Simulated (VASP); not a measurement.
# AlN in VASP: notebook, part 2 of 2

VASP 6.6.1.

### Step 4. Relaxation of the atoms, PBE

Input file INCAR:

```
SYSTEM = AlN
  ALGO = Normal
  EDIFF = 1E-7
  EDIFFG = -0.01
  ENCUT = 520
  GGA = PE
  GGA_COMPAT = .FALSE.
  IBRION = 2
  ISIF = 2
  ISMEAR = -1
  ISYM = -1
  LASPH = .TRUE.
  LCHARG = .FALSE.
  LREAL = Auto
  LWAVE = .FALSE.
  NELM = 120
  NELMIN = 4
  NSW = 100
  PREC = Accurate
  SIGMA = 0.01
```

Input file KPOINTS:

```
explicit points
1
Reciprocal
  0.25000000   0.25000000   0.25000000 1
```

Input file POSCAR:

```
AlN
1.0
    6.2595139128      0.0000000578      0.0000000000
   -3.1297570064      5.4208980350      0.0000000000
    0.0000000000      0.0000000000     10.0348065929
Al N
16 16
Direct
    0.3333333334      0.1666666666      0.2496176869
    0.1666666666      0.3333333334      0.4996176869
    0.3333333334      0.1666666666      0.7496176869
    0.1666666666      0.3333333334      0.9996176869
    0.3333333334      0.6666666666      0.2496176869
    0.1666666666      0.8333333333      0.4996176869
    0.3333333334      0.6666666666      0.7496176869
    0.1666666666      0.8333333333      0.9996176869
    0.8333333333      0.1666666666      0.2496176869
    0.6666666666      0.3333333334      0.4996176869
    0.8333333333      0.1666666666      0.7496176869
    0.6666666666      0.3333333334      0.9996176869
    0.8333333333      0.6666666666      0.2496176869
    0.6666666666      0.8333333333      0.4996176869
    0.8333333333      0.6666666666      0.7496176869
    0.6666666666      0.8333333333      0.9996176869
    0.3333333334      0.1666666666      0.4403823131
    0.1666666666      0.3333333334      0.1903823131
    0.3333333334      0.1666666666      0.9403823131
    0.1666666666      0.3333333334      0.6903823131
    0.3333333334      0.6666666666      0.4403823131
    0.1666666666      0.8333333333      0.1903823131
    0.3333333334      0.6666666666      0.9403823131
    0.1666666666      0.8333333333      0.6903823131
    0.8333333333      0.1666666666      0.4403823131
    0.6666666666      0.3333333334      0.1903823131
    0.8333333333      0.1666666666      0.9403823131
    0.6666666666      0.3333333334      0.6903823131
    0.8333333333      0.6666666666      0.4403823131
    0.6666666666      0.8333333333      0.1903823131
    0.8333333333      0.6666666666      0.9403823131
    0.6666666666      0.8333333333      0.6903823131
```

Potentials or basis: VASP PAW PBE potentials, release 64 (Al, N).

Command:

```console
$ cat potpaw_PBE.64/Al/POTCAR potpaw_PBE.64/N/POTCAR > POTCAR
$ mpirun -np 1 vasp_std > vasp.out
```

OUTCAR:

```text
SYSTEM = AlN
   EDIFF = 1E-7
   EDIFFG = -0.01
   ENCUT = 520
   GGA = PE
   IBRION = 2
   ISIF = 2
   ISMEAR = -1
   ISYM = -1
   LASPH = .TRUE.
   LREAL = Auto
   NELM = 120
   NELMIN = 4
   NSW = 100
   PREC = Accurate

 ion  position               nearest neighbor table
   1  0.333  0.167  0.250-  26 1.90  22 1.90  18 1.90  17 1.91  10 3.09  12 3.09   6 3.09   8 3.09
                             2 3.09   4 3.09   9 3.13  13 3.13   5 3.13   5 3.13  13 3.13   9 3.13
   2  0.167  0.333  0.500-  21 1.90  25 1.90  17 1.90  20 1.91   5 3.09   7 3.09   9 3.09  11 3.09
                             1 3.09   3 3.09   6 3.13  14 3.13  10 3.13  10 3.13  14 3.13   6 3.13
   3  0.333  0.167  0.750-  28 1.90  24 1.90  20 1.90  19 1.91  10 3.09  12 3.09   6 3.09   8 3.09
                             2 3.09   4 3.09  11 3.13  15 3.13   7 3.13   7 3.13  15 3.13  11 3.13
   4  0.167  0.333  1.000-  23 1.90  27 1.90  19 1.90  18 1.91   5 3.09   7 3.09   9 3.09  11 3.09
                             1 3.09   3 3.09   8 3.13  16 3.13  12 3.13  12 3.13  16 3.13   8 3.13
   5  0.333  0.667  0.250-  30 1.90  18 1.90  22 1.90  21 1.91  14 3.09  16 3.09   2 3.09   4 3.09
                             6 3.09   8 3.09  13 3.13   9 3.13   1 3.13   1 3.13   9 3.13  13 3.13
   6  0.167  0.833  0.500-  29 1.90  17 1.90  21 1.90  24 1.91  13 3.09  15 3.09   1 3.09   3 3.09
                             5 3.09   7 3.09   2 3.13  10 3.13  14 3.13  14 3.13  10 3.13   2 3.13
   7  0.333  0.667  0.750-  32 1.90  20 1.90  24 1.90  23 1.91  14 3.09  16 3.09   2 3.09   4 3.09
                             6 3.09   8 3.09  15 3.13  11 3.13   3 3.13   3 3.13  11 3.13  15 3.13
[... 208 lines left out ...]
  in kB        0.3317489    -37.2342368     17.7622570    -32.5330819      1.2629983      0.7290719
  external PRESSURE =      -6.3800770 kB  Pullay stress =       0.0000000 kB
[... 515 lines left out ...]
--------------------------------------- Ionic step        9  -------------------------------------------

 number of electron     127.9999987 magnetization

 Free energy of the ion-electron system (eV)
  ---------------------------------------------------
  ext. energy  EPLUGINS =         0.00000000
  ---------------------------------------------------
  free energy    TOTEN  =      -241.35887504 eV

  energy without entropy =     -241.35887504  energy(sigma->0) =     -241.35887504

 E-fermi :   5.8616     XC(G=0): -10.8435

 val. band max:        5.5582773766   @ k =   0.2500   0.2500   0.2500
 cond. band min:      11.3450049528   @ k =   0.2500   0.2500   0.2500
 fundamental gap:      5.7867275761
 Fermi energy:         5.8615588726

 k-point     1 :       0.2500    0.2500    0.2500
  band No.  band energies     occupation
      1      -8.5437      2.00000
      2      -8.1384      2.00000
      3      -7.9121      2.00000
      4      -7.9121      2.00000
      5      -7.5766      2.00000
      6      -7.5766      2.00000
[... 68 lines left out ...]
     75      12.9926      0.00000
     76      12.9926      0.00000
 [bands above 76 left out]

------------------------ aborting loop because EDIFF is reached ----------------------------------------

  FORCE on cell =-STRESS in cart. coord.  units (eV):
  Direction    XX          YY          ZZ          XY          YZ          ZX
  --------------------------------------------------------------------------------------
  -------------------------------------------------------------------------------------
  Total        0.3652146     -9.7743450      5.3363445     -8.7811525      0.2678762      0.1546803
  in kB        1.7184536    -45.9914803     25.1092408    -41.3181861      1.2604447      0.7278212
  external PRESSURE =      -6.3879286 kB  Pullay stress =       0.0000000 kB
[... 47 lines left out ...]
  FREE ENERGIE OF THE ION-ELECTRON SYSTEM (eV)
  ---------------------------------------------------
  free  energy   TOTEN  =      -241.3588750399 eV

  energy  without entropy=     -241.3588750399  energy(sigma->0) =     -241.35887504

 reached required accuracy - stopping structural energy minimisation
```

Run time: 11 min. Hardware: 1 thread of Intel Xeon 8259CL, shared host; peak memory 0.47 GiB.

Results:

- Free energy: -241.3589 eV
- Energy gained by relaxing: 0.9 meV/atom
- Ionic steps: 9
- Pressure after relaxing: -0.6 GPa
- Band gap on the k mesh: 5.79 eV

Stress tensor (GPa, compression positive):
```
 0.17 -4.13  0.07
-4.13 -4.60  0.13
 0.07  0.13  2.51
```

Step by step:
| step | energy change (eV) | largest force (eV/Å) | pressure (GPa) |
| --- | --- | --- | --- |
| 1 | 0.0000 | 0.2336 | -0.64 |
| 2 | -0.0238 | 0.0900 | -0.64 |
| 3 | -0.0258 | 0.0366 | -0.64 |
| 4 | -0.0269 | 0.0247 | -0.64 |
| 5 | -0.0280 | 0.0282 | -0.63 |
| 6 | -0.0271 | 0.0573 | -0.64 |
| 7 | -0.0282 | 0.0335 | -0.62 |
| 8 | -0.0289 | 0.0101 | -0.63 |
| 9 | -0.0290 | 0.0017 | -0.64 |

Final structure:
```
Al N
1.0
     6.25951    0.00000    0.00000
    -3.12976    5.42090    0.00000
     0.00000    0.00000   10.03481
Al N
16 16
Direct
  0.33353 0.16649 0.25004
  0.16649 0.33353 0.50004
  0.33353 0.16649 0.75004
  0.16649 0.33353 0.00004
  0.33353 0.66649 0.25004
  0.16649 0.83353 0.50004
  0.33353 0.66649 0.75004
  0.16649 0.83353 0.00004
  0.83353 0.16649 0.25004
  0.66649 0.33353 0.50004
  0.83353 0.16649 0.75004
  0.66649 0.33353 0.00004
  0.83353 0.66649 0.25004
  0.66649 0.83353 0.50004
  0.83353 0.66649 0.75004
  0.66649 0.83353 0.00004
  0.33200 0.16798 0.43996
  0.16798 0.33200 0.18996
  0.33200 0.16798 0.93996
  0.16798 0.33200 0.68996
  0.33200 0.66798 0.43996
  0.16798 0.83200 0.18996
  0.33200 0.66798 0.93996
  0.16798 0.83200 0.68996
  0.83200 0.16798 0.43996
  0.66798 0.33200 0.18996
  0.83200 0.16798 0.93996
  0.66798 0.33200 0.68996
  0.83200 0.66798 0.43996
  0.66798 0.83200 0.18996
  0.83200 0.66798 0.93996
  0.66798 0.83200 0.68996
```

Levels at points of the mesh, in eV from the valence-band top:
```
           k point  band 62  band 63  band 64  band 65  band 66  band 67
(0.25, 0.25, 0.25)    -0.37    -0.26     0.00     5.79     6.35     6.49
```

Caveat: a shifted mesh leaves out Γ, where band edges can lie. A k mesh can miss the band edges.

### Step 5. The runs side by side

| task | cell | cutoff (eV) | gap on the mesh (eV) | pressure (GPa) |
| --- | --- | --- | --- | --- |
| single point | as given, atomic positions A | 700 | 5.76 | -0.8 |
| single point | as given, atomic positions B | 700 | 5.79 | -0.8 |
| relaxation of the atoms | atoms relaxed, atomic positions A | 520 | 5.79 | -0.6 |

Alike in all rows: level PBE; potentials or basis VASP PAW PBE potentials, release 64 (Al, N); no spin polarisation; k mesh 1 × 1 × 1, shifted; smearing fermi-dirac 0.01 eV.

Caveats: a shifted mesh leaves out Γ, where band edges can lie; the stress differs along the axes, from -4 to 2 GPa (at least some runs); the stress differs along the axes, from -5 to 2 GPa (at least some runs).

Total energies depend on the potentials used, so only differences within one code and one set of settings carry meaning.
